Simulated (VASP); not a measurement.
# ZrB2 (P6/mmm) in VASP: further runs, part 2 of 3

VASP 6.6.1. Earlier steps stand in the parts before.

## (3) Electric field gradients, PBE (volume scaled by 1.02)

INCAR reads:

```
SYSTEM = ZrB2
ALGO = Normal
EDIFF = 1E-8
ENCUT = 520
GGA = PE
ISIF = 2
ISMEAR = -1
LASPH = .TRUE.
LCHARG = .FALSE.
LEFG = .TRUE.
LREAL = .FALSE.
LWAVE = .FALSE.
NBANDS = 16
NELM = 60
PREC = Accurate
SIGMA = 0.05
```

KPOINTS reads:

```
k-points
0
G
  12 12 9
  0 0 0
```

POSCAR reads:

```
ZrB2
1.0
    3.1859607001      0.0000000000      0.0000000000
   -1.5929803501      2.7591229018      0.0000000000
    0.0000000000      0.0000000000      3.5433119376
Zr B
1 2
Direct
    0.0000000000      0.0000000000      0.0000000000
    0.3333333333      0.6666666667      0.5000000000
    0.6666666667      0.3333333333      0.5000000000
```

Potentials or basis: VASP PAW PBE potentials, release 64 (Zr_sv, B).

Launch:

```console
cat potpaw_PBE.64/Zr_sv/POTCAR potpaw_PBE.64/B/POTCAR > POTCAR
mpirun -np 1 vasp_std > vasp.out
```

OUTCAR:

```text
SYSTEM = ZrB2
   EDIFF = 1E-8
   ENCUT = 520
   GGA = PE
   ISIF = 2
   ISMEAR = -1
   LASPH = .TRUE.
   LREAL = .FALSE.
   NELM = 60
   PREC = Accurate

 ion  position               nearest neighbor table
   1  0.000  0.000  0.000-   2 2.55   3 2.55   2 2.55   3 2.55   3 2.55   3 2.55   2 2.55   2 2.55
                             3 2.55   3 2.55   2 2.55   2 2.55
   2  0.333  0.667  0.500-   3 1.84   3 1.84   3 1.84   1 2.55   1 2.55   1 2.55   1 2.55   1 2.55
                             1 2.55
   3  0.667  0.333  0.500-   2 1.84   2 1.84   2 1.84   1 2.55   1 2.55   1 2.55   1 2.55   1 2.55
                             1 2.55

  LATTYP: Found a hexagonal cell.
 ALAT       =     3.1859607001
 C/A-ratio  =     1.1121643583

  Lattice vectors:

 A1 = (   3.1859607001,   0.0000000000,   0.0000000000)
 A2 = (  -1.5929803501,   2.7591229018,   0.0000000000)
 A3 = (   0.0000000000,   0.0000000000,   3.5433119376)

Analysis of symmetry for initial positions (statically):
=====================================================================
 Subroutine PRICEL returns:
 Original cell was already a primitive cell.

 Routine SETGRP: Setting up the symmetry group for a
 hexagonal supercell.

 Subroutine GETGRP returns: Found 24 space group operations
 (whereof 24 operations were pure point group operations)
 out of a pool of 24 trial point group operations.

The static configuration has the point symmetry D_6h.

Analysis of symmetry for dynamics (positions and initial velocities):
=====================================================================
 Subroutine PRICEL returns:
 Original cell was already a primitive cell.

 Routine SETGRP: Setting up the symmetry group for a
 hexagonal supercell.

 Subroutine GETGRP returns: Found 24 space group operations
 (whereof 24 operations were pure point group operations)
 out of a pool of 24 trial point group operations.

The dynamic configuration has the point symmetry D_6h.

 Subroutine INISYM returns: Found 24 space group operations
 (whereof 24 operations are pure point group operations),
 and found     1 'primitive' translations

----------------------------------------------------------------------------------------

                                     Primitive cell

  volume of cell :      31.1473

  direct lattice vectors                    reciprocal lattice vectors
     3.185960700  0.000000000  0.000000000     0.313877067  0.181217009  0.000000000
    -1.592980350  2.759122902  0.000000000     0.000000000  0.362434018  0.000000000
     0.000000000  0.000000000  3.543311938     0.000000000  0.000000000  0.282221836

  length of vectors
     3.185960700  3.185960700  3.543311938     0.362434018  0.362434018  0.282221836

  position of ions in fractional coordinates (direct lattice)
     0.000000000  0.000000000  0.000000000
[... 83 lines left out ...]
   NSW    =      0    number of steps for IOM
   IBRION =     -1    ionic relax: 0-MD 1-quasi-New 2-CG
   NFREE  =      0    steps in history (QN), initial steepest desc. (CG)
   ISIF   =      2    stress and relaxation
   ISYM   =      2    0-nonsym 1-usesym 2-fastsym
   POTIM  = 0.5000    time-step for ionic-motion
   TEBEG  =    0.0;   TEEND  =   0.0 temperature during run
   PSTRESS=    0.0 pullay stress
   NELECT =      18.0000    total number of electrons
   NUPDOWN=      -1.0000    fix difference up-down
   EMIN   =  10.00;   EMAX   =-10.00  energy-range for DOS
   EFERMI =   0.00;   METHOD = LEGACY
   ISMEAR =    -1;   SIGMA  =   0.05  broadening in eV -4-tet -1-fermi 0-gaus
   EFERMI_NEDOS =   21; number of points for ismear=-14 and -15
   IALGO  =     38    algorithm
   IMIX   =      4    mixing-type and parameters
     AMIX     =   0.40;   BMIX     =  1.00
     AMIX_MAG =   1.60;   BMIX_MAG =  1.00
  volume/ion in A,a.u.               =      10.38        70.06
  Fermi-wavevector in a.u.,A,eV,Ry     =   1.363616  2.576860 25.299330  1.859448
  Thomas-Fermi vector in A             =   2.490003
   LORBIT       =      0    0 simple, 1 ext, 2 COOP (PROOUT), +10 PAW based schemes
   GGA     = PE    functional components
   LHFCALC =     F    Hartree Fock is set to
   AEXX    =    0.0000 exact exchange contribution
   IVDW    =     0    specifies the selected vdW correction
   LEPSILON=     F    determine dielectric tensor
   LRPA    =     F    only Hartree local field effects (RPA)
 non-spin polarized calculation
  energy-cutoff  :      520.00
  volume of cell :       31.15
 maximum number of plane-waves:       852
 NGX is ok and might be reduce to    24
   NGX = 11   NGY = 11   NGZ = 13

 number of electron      18.0000000 magnetization

 Free energy of the ion-electron system (eV)
  ---------------------------------------------------
  ext. energy  EPLUGINS =         0.00000000
  ---------------------------------------------------
  free energy    TOTEN  =       -24.97994229 eV

  energy without entropy =      -24.97796175  energy(sigma->0) =      -24.97895202

 E-fermi :  10.4648     XC(G=0): -12.3829

 val. band max:       10.4631283233   @ k =   0.1667   0.1667   0.1111
 cond. band min:      10.5369316864   @ k =   0.1667   0.1667   0.2222
 fundamental gap:      0.0738033631
 Fermi energy:        10.4647546925

 k-point     1 :       0.0000    0.0000    0.0000
  band No.  band energies     occupation
      1     -38.2900      2.00000
      2     -16.4676      2.00000
      3     -15.9376      2.00000
      4     -15.9376      2.00000
      5      -2.2822      2.00000
      6       7.7648      2.00000
[... 433 lines left out ...]
      3     -16.3804      2.00000
      4     -16.0871      2.00000
      5      -0.2468      2.00000
      6       3.9444      2.00000
[... 8 lines left out ...]
     15      17.9296      0.00000
     16      20.7891      0.00000

 [... further k-points ...]
[... 5 lines left out ...]
  --------------------------------------------------------------------------------------
  -------------------------------------------------------------------------------------
  Total       -0.5516481     -0.5516481     -0.1848894      0.0000000      0.0000000      0.0000000
  in kB      -28.3760469    -28.3760469     -9.5104672      0.0000000      0.0000000      0.0000000
  external PRESSURE =     -22.0875204 kB  Pullay stress =       0.0000000 kB

 VOLUME and BASIS-vectors are now :
 -----------------------------------------------------------------------------
  energy-cutoff  :      520.00
  volume of cell :       31.15
      direct lattice vectors                 reciprocal lattice vectors
     3.185960700  0.000000000  0.000000000     0.313877067  0.181217009  0.000000000
    -1.592980350  2.759122902  0.000000000     0.000000000  0.362434018  0.000000000
     0.000000000  0.000000000  3.543311938     0.000000000  0.000000000  0.282221836

 POSITION                                       TOTAL-FORCE (eV/Angst)
 -----------------------------------------------------------------------------------
      0.00000      0.00000      0.00000         0.000000      0.000000      0.000000
     -0.00000      1.83942      1.77166        -0.000000      0.000000      0.000000
      1.59298      0.91971      1.77166         0.000000      0.000000      0.000000
 -----------------------------------------------------------------------------------
    total drift:                               -0.000000      0.000000      0.000000

  FREE ENERGIE OF THE ION-ELECTRON SYSTEM (eV)
  ---------------------------------------------------
  free  energy   TOTEN  =       -24.9799422898 eV

  energy  without entropy=      -24.9779617481  energy(sigma->0) =      -24.97895202

 Electric field gradients (V/A^2)
---------------------------------------------------------------------
 ion       V_xx      V_yy      V_zz      V_xy      V_xz      V_yz
---------------------------------------------------------------------
   1     -20.421   -20.421    40.841    -0.000    -0.000     0.000
   2      -0.795    -0.795     1.591    -0.000     0.000    -0.000
   3      -0.795    -0.795     1.591    -0.000     0.000     0.000
---------------------------------------------------------------------

 Electric field gradients after diagonalization (V/A^2)
 (convention: |V_zz| > |V_xx| > |V_yy|)
----------------------------------------------------------------------
 ion       V_xx      V_yy      V_zz     asymmetry (V_yy - V_xx)/ V_zz
----------------------------------------------------------------------
   1     -20.421   -20.421    40.841       0.000
   2      -0.795    -0.795     1.591       0.000
   3      -0.795    -0.795     1.591       0.000
----------------------------------------------------------------------

           NMR quadrupolar parameters

 Cq : quadrupolar parameter    Cq=e*Q*V_zz/h
 eta: asymmetry parameters     (V_yy - V_xx)/ V_zz
 Q  : nuclear electric quadrupole moment in mb (millibarn)
----------------------------------------------------------------------
 ion       Cq(MHz)       eta       Q (mb)
----------------------------------------------------------------------
   1       0.099       0.000       1.000
   2       0.004       0.000       1.000
   3       0.004       0.000       1.000
----------------------------------------------------------------------
```

OSZICAR:

```text
N       E                     dE             d eps       ncg     rms          rms(c)
DAV:   1     0.102498160051E+03    0.10250E+03   -0.96346E+03  3040   0.112E+03
DAV:   2    -0.234358536806E+02   -0.12593E+03   -0.12100E+03  4016   0.290E+02
DAV:   3    -0.275774240630E+02   -0.41416E+01   -0.41247E+01  4720   0.447E+01
DAV:   4    -0.276303938394E+02   -0.52970E-01   -0.52961E-01  3688   0.480E+00
DAV:   5    -0.276314240345E+02   -0.10302E-02   -0.10302E-02  4560   0.469E-01    0.210E+01
DAV:   6    -0.250253966698E+02    0.26060E+01   -0.58500E+00  3968   0.160E+01    0.839E+00
DAV:   7    -0.249814036952E+02    0.43993E-01   -0.61072E-01  4176   0.486E+00    0.306E+00
DAV:   8    -0.249843893730E+02   -0.29857E-02   -0.94522E-02  3712   0.246E+00    0.412E-01
DAV:   9    -0.249802585690E+02    0.41308E-02   -0.20836E-02  3840   0.105E+00    0.213E-01
DAV:  10    -0.249799344645E+02    0.32410E-03   -0.17711E-03  3608   0.377E-01    0.349E-02
DAV:  11    -0.249799444029E+02   -0.99385E-05   -0.61315E-05  3912   0.745E-02    0.101E-02
DAV:  12    -0.249799422721E+02    0.21308E-05   -0.27388E-06  3880   0.136E-02    0.574E-03
DAV:  13    -0.249799422901E+02   -0.17948E-07   -0.26138E-07  4176   0.492E-03    0.148E-03
DAV:  14    -0.249799422898E+02    0.31605E-09   -0.13704E-08  2760   0.121E-03
   1 F= -.24979942E+02 E0= -.24978952E+02  d E =-.198054E-02
```

stdout:

```text
POSCAR found type information on POSCAR ZrB
 POSCAR found :  2 types and       3 ions
 scaLAPACK will be used
 LDA part: xc-table for (Slater+PW92), standard interpolation
 POSCAR, INCAR and KPOINTS ok, starting setup
 FFT: planning ... GRIDC
 FFT: planning ... GRID_SOFT
 FFT: planning ... GRID
 WAVECAR not read
 entering main loop
ion   1

ion   2

ion   3
```

It took 16 s on 1 thread of Intel Xeon 6975P-C (Granite Rapids), shared host; peak memory 0.17 GiB.

Results:

```yaml
Free_energy: -24.9799 eV
Pressure: -2.2 GPa
Band_gap_on_the_k_mesh: zero (band 9 reaches 11.12 eV, above the bottom of band 10 at 9.86 eV)
```

Levels at points of the mesh, in eV from the Fermi level:
```tsv
k point	band 5	band 6	band 7	band 8	band 9	band 10	band 11	band 12	band 13	band 14
(0.00, 0.00, 0.00)	-12.75	-2.70	-2.70	-2.63	-2.42	3.26	3.26	4.05	4.05	4.66
(0.50, 0.00, 0.00)	-8.99	-8.59	-3.92	-3.13	-2.73	2.13	2.19	4.74	4.82	6.36
```

Electric field gradients, principal values (V/Å²):
| atom | least | middle | greatest (by size) |
| --- | --- | --- | --- |
| 1 Zr | -20.421 | -20.421 | 40.841 |
| 2 B | -0.795 | -0.795 | 1.591 |
| 3 B | -0.795 | -0.795 | 1.591 |

Caveat: without QUAD_EFG the Cq values of the log hold for a quadrupole moment of 1 mb, not for the nuclei.

## (4) Electric field gradients, PBE (volume scaled by 1.02)

INCAR reads:

```
PREC = Accurate ; ENCUT = 520
EDIFF = 1E-8 ; ISMEAR = -1
SIGMA = 0.05 ; LREAL = False
LASPH = True ; NELM = 100
ALGO = Normal ; ISIF = 2
LWAVE = False ; LCHARG = False
GGA = PE ; LEFG = True
NBANDS = 16
```

KPOINTS reads:

```
Automatic mesh
0
Gamma
  12 12 9
```

POSCAR is that of step 3.

Potentials or basis: VASP PAW PBE potentials, release 64 (Zr_sv, B).

Launch:

```console
cat potpaw_PBE.64/Zr_sv/POTCAR potpaw_PBE.64/B/POTCAR > POTCAR
mpirun -np 1 vasp_std > vasp.out
```

OUTCAR:

```text
PREC = Accurate
   ENCUT = 520
   EDIFF = 1E-8
   ISMEAR = -1
   LREAL = False
   LASPH = True
   NELM = 100
   ISIF = 2
   GGA = PE

 ion  position               nearest neighbor table
   1  0.000  0.000  0.000-   2 2.55   3 2.55   2 2.55   3 2.55   3 2.55   3 2.55   2 2.55   2 2.55
                             3 2.55   3 2.55   2 2.55   2 2.55
   2  0.333  0.667  0.500-   3 1.84   3 1.84   3 1.84   1 2.55   1 2.55   1 2.55   1 2.55   1 2.55
                             1 2.55
   3  0.667  0.333  0.500-   2 1.84   2 1.84   2 1.84   1 2.55   1 2.55   1 2.55   1 2.55   1 2.55
                             1 2.55

  LATTYP: Found a hexagonal cell.
 ALAT       =     3.1859607001
 C/A-ratio  =     1.1121643583

  Lattice vectors:

 A1 = (   3.1859607001,   0.0000000000,   0.0000000000)
 A2 = (  -1.5929803501,   2.7591229018,   0.0000000000)
 A3 = (   0.0000000000,   0.0000000000,   3.5433119376)

Analysis of symmetry for initial positions (statically):
=====================================================================
 Subroutine PRICEL returns:
[... 656 lines left out ...]

 POSITION                                       TOTAL-FORCE (eV/Angst)
 -----------------------------------------------------------------------------------
      0.00000      0.00000      0.00000         0.000000      0.000000      0.000000
     -0.00000      1.83942      1.77166        -0.000000      0.000000      0.000000
      1.59298      0.91971      1.77166         0.000000      0.000000      0.000000
 -----------------------------------------------------------------------------------
    total drift:                               -0.000000      0.000000      0.000000

  FREE ENERGIE OF THE ION-ELECTRON SYSTEM (eV)
  ---------------------------------------------------
  free  energy   TOTEN  =       -24.9799422898 eV

  energy  without entropy=      -24.9779617481  energy(sigma->0) =      -24.97895202

 Electric field gradients (V/A^2)
---------------------------------------------------------------------
 ion       V_xx      V_yy      V_zz      V_xy      V_xz      V_yz
---------------------------------------------------------------------
   1     -20.421   -20.421    40.841    -0.000    -0.000     0.000
   2      -0.795    -0.795     1.591    -0.000     0.000    -0.000
   3      -0.795    -0.795     1.591    -0.000     0.000     0.000
---------------------------------------------------------------------

 Electric field gradients after diagonalization (V/A^2)
 (convention: |V_zz| > |V_xx| > |V_yy|)
----------------------------------------------------------------------
 ion       V_xx      V_yy      V_zz     asymmetry (V_yy - V_xx)/ V_zz
----------------------------------------------------------------------
   1     -20.421   -20.421    40.841       0.000
   2      -0.795    -0.795     1.591       0.000
   3      -0.795    -0.795     1.591       0.000
----------------------------------------------------------------------

           NMR quadrupolar parameters

 Cq : quadrupolar parameter    Cq=e*Q*V_zz/h
 eta: asymmetry parameters     (V_yy - V_xx)/ V_zz
 Q  : nuclear electric quadrupole moment in mb (millibarn)
----------------------------------------------------------------------
 ion       Cq(MHz)       eta       Q (mb)
----------------------------------------------------------------------
   1       0.099       0.000       1.000
   2       0.004       0.000       1.000
   3       0.004       0.000       1.000
----------------------------------------------------------------------
```

stdout:

```text
POSCAR found type information on POSCAR ZrB
 POSCAR found :  2 types and       3 ions
 scaLAPACK will be used
 LDA part: xc-table for (Slater+PW92), standard interpolation
 POSCAR, INCAR and KPOINTS ok, starting setup
 FFT: planning ... GRIDC
 FFT: planning ... GRID_SOFT
 FFT: planning ... GRID
 WAVECAR not read
 entering main loop
ion   1

ion   2

ion   3
```

Wall time 15 s (1 thread of Intel Xeon 6975P-C (Granite Rapids), shared host); peak memory 0.17 GiB.

What came out:

- Free energy: -24.9799 eV
- Pressure: -2.2 GPa
- Band gap on the k mesh: zero (band 9 reaches 11.12 eV, above the bottom of band 10 at 9.86 eV)

Electric field gradients, principal values (V/Å²):
| atom | least | middle | greatest (by size) |
| --- | --- | --- | --- |
| 1 Zr | -20.421 | -20.421 | 40.841 |
| 2 B | -0.795 | -0.795 | 1.591 |
| 3 B | -0.795 | -0.795 | 1.591 |

Caveat: without QUAD_EFG the Cq values of the log hold for a quadrupole moment of 1 mb, not for the nuclei.

[end of part 2 of 3]
